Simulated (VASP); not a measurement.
# Sn2Te (Fddd) in VASP: single point with PBE

Aim: the single point of Sn2Te with PBE.

Program: VASP 6.6.1. These are calculated values, not measurements. Logs are shortened: lines on timing, memory, paths and dates and some standing lists are left out, and cuts for length are marked.

**1. The cell of the first run**

The structure is orthorhombic, space group Fddd (No. 70). The conventional cell has a = 6.242 Å, b = 10.098 Å, c = 11.160 Å, α = 90.00°, β = 90.00°, γ = 90.00°. Within 4.3 Å of Sn (site symmetry 2) lie 5 Te at 3.29 to 3.58 Å and 9 Sn at 3.34 to 4.07 Å. Within 4.3 Å of Te (site symmetry 222) lie 10 Sn at 3.29 to 3.58 Å and 4 Te at 4.07 Å.

The cell was generated, and may not be a known phase.

**2. Single point, PBE**

The input, INCAR:

```
SYSTEM = Sn2Te
  PREC = Accurate
  ENCUT = 520
  EDIFF = 1E-6
  ISMEAR = 0
  SIGMA = 0.2
  LREAL = .FALSE.
  LASPH = .TRUE.
  NELM = 80
  ALGO = Fast
  ISIF = 2
  LWAVE = .FALSE.
  LCHARG = .FALSE.
  GGA = PE
  NBANDS = 43
```

The input, KPOINTS:

```
regular mesh
0
G
  4 4 4
  0 0 0
```

The input, POSCAR:

```
Sn2Te
1.0
    0.0000000000      5.0491984693      5.5801867697
    3.1210593153      0.0000000000      5.5801867697
    3.1210593153      5.0491984693      0.0000000000
Sn Te
4 2
Direct
    0.0763795195      0.4236204805      0.0763795195
    0.4236204805      0.0763795195      0.4236204805
    0.1736204805      0.8263795195      0.1736204805
    0.8263795195      0.1736204805      0.8263795195
    0.7500000000      0.7500000000      0.7500000000
    0.5000000000      0.5000000000      0.5000000000
```

Potentials or basis: VASP PAW PBE potentials, release 64 (Sn_d, Te).

Started as:

```console
$ cat potpaw_PBE.64/Sn_d/POTCAR potpaw_PBE.64/Te/POTCAR > POTCAR
$ mpirun -np 1 vasp_std > vasp.out
```

OUTCAR:

```text
SYSTEM = Sn2Te
   PREC = Accurate
   ENCUT = 520
   EDIFF = 1E-6
   ISMEAR = 0
   LREAL = .FALSE.
   LASPH = .TRUE.
   NELM = 80
   ISIF = 2
   GGA = PE

 ion  position               nearest neighbor table
   1  0.076  0.424  0.076-   6 3.29   6 3.29   5 3.30   3 3.34   3 3.34   2 3.48   2 3.48   2 3.51
                             5 3.58   5 3.58
   2  0.424  0.076  0.424-   6 3.29   6 3.29   5 3.30   4 3.34   4 3.34   1 3.48   1 3.48   1 3.51
                             5 3.58   5 3.58
   3  0.174  0.826  0.174-   5 3.29   5 3.29   6 3.30   1 3.34   1 3.34   4 3.48   4 3.48   4 3.51
                             6 3.58   6 3.58
   4  0.826  0.174  0.826-   5 3.29   5 3.29   6 3.30   2 3.34   2 3.34   3 3.48   3 3.48   3 3.51
                             6 3.58   6 3.58
   5  0.750  0.750  0.750-   4 3.29   3 3.29   4 3.29   3 3.29   1 3.30   2 3.30   2 3.58   2 3.58
                             1 3.58   1 3.58
   6  0.500  0.500  0.500-   1 3.29   2 3.29   1 3.29   2 3.29   3 3.30   4 3.30   3 3.58   3 3.58
                             4 3.58   4 3.58

  LATTYP: Found a face centered orthorhombic cell.
 ALAT       =     6.2421186306
 B/A-ratio  =     1.6177835662
 C/A-ratio  =     1.7879143605

  Lattice vectors:

 A1 = (   0.0000000000,   5.0491984693,   5.5801867697)
 A2 = (   3.1210593153,   0.0000000000,   5.5801867697)
 A3 = (   3.1210593153,   5.0491984693,   0.0000000000)

Analysis of symmetry for initial positions (statically):
=====================================================================
 Subroutine PRICEL returns:
 Original cell was already a primitive cell.

 Routine SETGRP: Setting up the symmetry group for a
 face centered orthorhombic supercell.

 Subroutine GETGRP returns: Found  8 space group operations
 (whereof  4 operations were pure point group operations)
 out of a pool of  8 trial point group operations.

The static configuration has the point symmetry D_2 .
 The point group associated with its full space group is D_2h.

Analysis of symmetry for dynamics (positions and initial velocities):
=====================================================================
 Subroutine PRICEL returns:
 Original cell was already a primitive cell.

 Routine SETGRP: Setting up the symmetry group for a
 face centered orthorhombic supercell.

 Subroutine GETGRP returns: Found  8 space group operations
 (whereof  4 operations were pure point group operations)
 out of a pool of  8 trial point group operations.

The dynamic configuration has the point symmetry D_2 .
 The point group associated with its full space group is D_2h.

 Subroutine INISYM returns: Found  8 space group operations
 (whereof  4 operations are pure point group operations),
 and found     1 'primitive' translations

----------------------------------------------------------------------------------------

                                     Primitive cell

  volume of cell :     175.8746

  direct lattice vectors                    reciprocal lattice vectors
     0.000000000  5.049198469  5.580186770    -0.160202018  0.099025618  0.089602736
     3.121059315  0.000000000  5.580186770     0.160202018 -0.099025618  0.089602736
     3.121059315  5.049198469  0.000000000     0.160202018  0.099025618 -0.089602736

  length of vectors
     7.525482680  6.393707503  5.935942758     0.208565121  0.208565121  0.208565121

  position of ions in fractional coordinates (direct lattice)
     0.076379520  0.423620480  0.076379520
     0.423620480  0.076379520  0.423620480
     0.173620480  0.826379520  0.173620480
     0.826379520  0.173620480  0.826379520
     0.750000000  0.750000000  0.750000000
     0.500000000  0.500000000  0.500000000

  ion indices of the primitive-cell ions
   primitive index   ion index
                 1           1
                 2           2
                 3           3
                 4           4
                 5           5
                 6           6

----------------------------------------------------------------------------------------

 KPOINTS: regular mesh

Automatic generation of k-mesh.
 Grid dimensions read from file:
 generate k-points for:    4    4    4

 Generating k-lattice:

  Cartesian coordinates                     Fractional coordinates (reciprocal lattice)
    -0.040050504  0.024756405  0.022400684     0.250000000  0.000000000 -0.000000000
     0.040050504 -0.024756405  0.022400684     0.000000000  0.250000000  0.000000000
     0.040050504  0.024756405 -0.022400684    -0.000000000  0.000000000  0.250000000

  Length of vectors
     0.052141280  0.052141280  0.052141280

  Shift w.r.t. Gamma in fractional coordinates (k-lattice)
     0.000000000  0.000000000  0.000000000

 Subroutine IBZKPT returns following result:
 ===========================================

 Found     18 irreducible k-points:

 Following reciprocal coordinates:
            Coordinates               Weight
  0.000000  0.000000  0.000000      1.000000
  0.250000  0.000000  0.000000      8.000000
  0.500000  0.000000  0.000000      4.000000
  0.250000  0.250000  0.000000      2.000000
  0.500000  0.250000  0.000000      8.000000
 -0.250000  0.250000  0.000000      4.000000
[... 10 lines left out ...]
 -0.250000  0.250000  0.500000      2.000000
  0.000000  0.500000  0.500000      1.000000
   k-points           NKPTS =     18   k-points in BZ     NKDIM =     18   number of bands    NBANDS=     43
   number of dos      NEDOS =    301   number of ions     NIONS =      6
   total plane-waves  NPLWV = 129024
   dimension x,y,z NGX =    56 NGY =   48 NGZ =   48
   dimension x,y,z NGXF=   112 NGYF=   96 NGZF=   96
   ions per type =               4   2
   NGX,Y,Z   is equivalent  to a cutoff of  12.37, 12.48, 13.44 a.u.
   NGXF,Y,Z  is equivalent  to a cutoff of  24.74, 24.96, 26.89 a.u.
 SYSTEM =  Sn2Te
   PREC   = accura    normal or accurate (medium, high low for compatibility)
   ISTART =      0    job   : 0-new  1-cont  2-samecut
   ICHARG =      2    charge: 1-file 2-atom 10-const
   ISPIN  =      1    spin polarized calculation?
   LNONCOLLINEAR =      F non collinear calculations
   LSORBIT =      F    spin-orbit coupling
   LASPH  =      T    aspherical Exc in radial PAW
   ENCUT  =  520.0 eV  38.22 Ry    6.18 a.u.  13.99 11.89 11.04*2*pi/ulx,y,z
   NELM   =     80;   NELMIN=  2; NELMDL= -5     # of ELM steps
   EDIFF  = 0.1E-05   stopping-criterion for ELM
   LREAL  =      F    real-space projection
[... 7 lines left out ...]
   TEBEG  =    0.0;   TEEND  =   0.0 temperature during run
   PSTRESS=    0.0 pullay stress
   NELECT =      68.0000    total number of electrons
   NUPDOWN=      -1.0000    fix difference up-down
   EMIN   =  10.00;   EMAX   =-10.00  energy-range for DOS
   EFERMI =   0.00;   METHOD = LEGACY
   ISMEAR =     0;   SIGMA  =   0.20  broadening in eV -4-tet -1-fermi 0-gaus
   EFERMI_NEDOS =   21; number of points for ismear=-14 and -15
   IALGO  =     68    algorithm
   IMIX   =      4    mixing-type and parameters
     AMIX     =   0.40;   BMIX     =  1.00
     AMIX_MAG =   1.60;   BMIX_MAG =  1.00
  volume/ion in A,a.u.               =      29.31       197.81
  Fermi-wavevector in a.u.,A,eV,Ry     =   1.192642  2.253766 19.352855  1.422395
  Thomas-Fermi vector in A             =   2.328675
   LORBIT       =      0    0 simple, 1 ext, 2 COOP (PROOUT), +10 PAW based schemes
   GGA     = PE    functional components
   LHFCALC =     F    Hartree Fock is set to
   AEXX    =    0.0000 exact exchange contribution
   IVDW    =     0    specifies the selected vdW correction
   LEPSILON=     F    determine dielectric tensor
   LRPA    =     F    only Hartree local field effects (RPA)
 non-spin polarized calculation
 RMM-DIIS sequential band-by-band and
 Gauss-broadening in eV      SIGMA  =   0.20
  energy-cutoff  :      520.00
  volume of cell :      175.87
 maximum number of plane-waves:      4766
   NGX = 27   NGY = 23   NGZ = 23

 number of electron      68.0000001 magnetization

 Free energy of the ion-electron system (eV)
  ---------------------------------------------------
  ext. energy  EPLUGINS =         0.00000000
  ---------------------------------------------------
  free energy    TOTEN  =       -21.71481542 eV

  energy without entropy =      -21.63802856  energy(sigma->0) =      -21.67642199

 E-fermi :   7.4730     XC(G=0):  -9.9637

 val. band max:        7.4640124530   @ k =   0.5000   0.0000   0.5000
 cond. band min:       7.5201728592   @ k =  -0.2500   0.2500   0.0000
 fundamental gap:      0.0561604062
 Fermi energy:         7.4730126353

 k-point     1 :       0.0000    0.0000    0.0000
  band No.  band energies     occupation
      1     -14.2947      2.00000
      2     -14.2817      2.00000
      3     -14.2669      2.00000
      4     -14.2642      2.00000
      5     -14.2531      2.00000
      6     -14.2508      2.00000
[... 35 lines left out ...]
     42      12.5993      0.00000
     43      13.0071      0.00000

 k-point     2 :       0.2500    0.0000    0.0000
  band No.  band energies     occupation
      1     -14.2910      2.00000
      2     -14.2760      2.00000
      3     -14.2742      2.00000
      4     -14.2704      2.00000
      5     -14.2641      2.00000
      6     -14.2577      2.00000
[... 35 lines left out ...]
     42      11.4246      0.00000
     43      12.1261      0.00000

 k-point     3 :       0.5000    0.0000    0.0000
  band No.  band energies     occupation
      1     -14.2858      2.00000
      2     -14.2826      2.00000
      3     -14.2759      2.00000
      4     -14.2699      2.00000
      5     -14.2621      2.00000
      6     -14.2595      2.00000
[... 35 lines left out ...]
     42      10.1947      0.00000
     43      11.0116      0.00000

 k-point     4 :       0.2500    0.2500    0.0000
  band No.  band energies     occupation
      1     -14.2941      2.00000
      2     -14.2740      2.00000
      3     -14.2635      2.00000
      4     -14.2602      2.00000
      5     -14.2561      2.00000
      6     -14.2513      2.00000
[... 587 lines left out ...]
     42      10.3525      0.00000
     43      13.2380      0.00000

 k-point    17 :      -0.2500    0.2500    0.5000
  band No.  band energies     occupation
      1     -14.2824      2.00000
      2     -14.2824      2.00000
      3     -14.2653      2.00000
      4     -14.2653      2.00000
      5     -14.2615      2.00000
      6     -14.2615      2.00000
[... 35 lines left out ...]
     42      10.6693      0.00000
     43      11.8435      0.00000

 k-point    18 :       0.0000    0.5000    0.5000
  band No.  band energies     occupation
      1     -14.2729      2.00000
      2     -14.2729      2.00000
      3     -14.2720      2.00000
      4     -14.2720      2.00000
      5     -14.2606      2.00000
      6     -14.2606      2.00000
[... 35 lines left out ...]
     42      10.2320      0.00000
     43      11.3791      0.00000

------------------------ aborting loop because EDIFF is reached ----------------------------------------

  FORCE on cell =-STRESS in cart. coord.  units (eV):
  Direction    XX          YY          ZZ          XY          YZ          ZX
  --------------------------------------------------------------------------------------
  -------------------------------------------------------------------------------------
  Total        0.0977025     -0.3025677     -0.3708143      0.0000000      0.0000000      0.0000000
  in kB        0.8900476     -2.7563223     -3.3780324      0.0000000      0.0000000      0.0000000
  external PRESSURE =      -1.7481024 kB  Pullay stress =       0.0000000 kB

 VOLUME and BASIS-vectors are now :
 -----------------------------------------------------------------------------
  energy-cutoff  :      520.00
  volume of cell :      175.87
      direct lattice vectors                 reciprocal lattice vectors
     0.000000000  5.049198469  5.580186770    -0.160202018  0.099025618  0.089602736
     3.121059315  0.000000000  5.580186770     0.160202018 -0.099025618  0.089602736
     3.121059315  5.049198469  0.000000000     0.160202018  0.099025618 -0.089602736

 POSITION                                       TOTAL-FORCE (eV/Angst)
 -----------------------------------------------------------------------------------
      1.56053      0.77131      2.79009        -0.000000     -0.023709      0.000000
      1.56053      4.27789      2.79009        -0.000000      0.023709      0.000000
      3.12106      1.75329      5.58019         0.000000      0.023709      0.000000
      3.12106      8.34511      5.58019         0.000000     -0.023709      0.000000
      4.68159      7.57380      8.37028         0.000000      0.000000     -0.000000
      3.12106      5.04920      5.58019        -0.000000      0.000000      0.000000
 -----------------------------------------------------------------------------------
    total drift:                               -0.000000     -0.000000      0.000000

  FREE ENERGIE OF THE ION-ELECTRON SYSTEM (eV)
  ---------------------------------------------------
  free  energy   TOTEN  =       -21.7148154162 eV

  energy  without entropy=      -21.6380285602  energy(sigma->0) =      -21.67642199
```

Run time: 88 s. Hardware: 1 thread of Intel Xeon 6975P-C (Granite Rapids), shared host; peak memory 0.38 GiB.

Results:

```yaml
Free_energy: -21.7148 eV
Pressure: -0.2 GPa
Largest_force: 0.024 eV/Å
Band_gap_on_the_k_mesh: zero (bands 34 and 35 overlap by 1.77 eV)
```

Forces in eV/Å, atoms in the order of the input:
```
Sn   0.000 -0.024  0.000
Sn   0.000  0.024  0.000
Sn   0.000  0.024  0.000
Sn   0.000 -0.024  0.000
Te   0.000  0.000  0.000
Te   0.000  0.000  0.000
```

Levels at points of the mesh, in eV from the Fermi level:
| k point | band 31 | band 32 | band 33 | band 34 | band 35 | band 36 | band 37 | band 38 |
| --- | --- | --- | --- | --- | --- | --- | --- | --- |
| (0.00, 0.00, 0.00) | -3.57 | -2.89 | -2.42 | -1.48 | -0.09 | 0.37 | 1.47 | 3.09 |
| (0.50, 0.00, 0.00) | -1.84 | -0.89 | -0.82 | -0.20 | 0.12 | 1.18 | 1.33 | 1.84 |
| (0.50, 0.50, 0.00) | -1.76 | -1.76 | -0.95 | -0.95 | -0.57 | -0.57 | 1.02 | 1.02 |
| (0.50, 0.00, 0.50) | -1.29 | -1.29 | -0.01 | -0.01 | 0.22 | 0.22 | 2.11 | 2.11 |
| (0.00, 0.50, 0.50) | -1.43 | -1.43 | -0.86 | -0.86 | 0.96 | 0.96 | 1.36 | 1.36 |

Caveat: spin-orbit coupling is left out, which moves the levels of the heavy elements.

The gap in the log of VASP goes by the Fermi energy; the results here count the filled bands.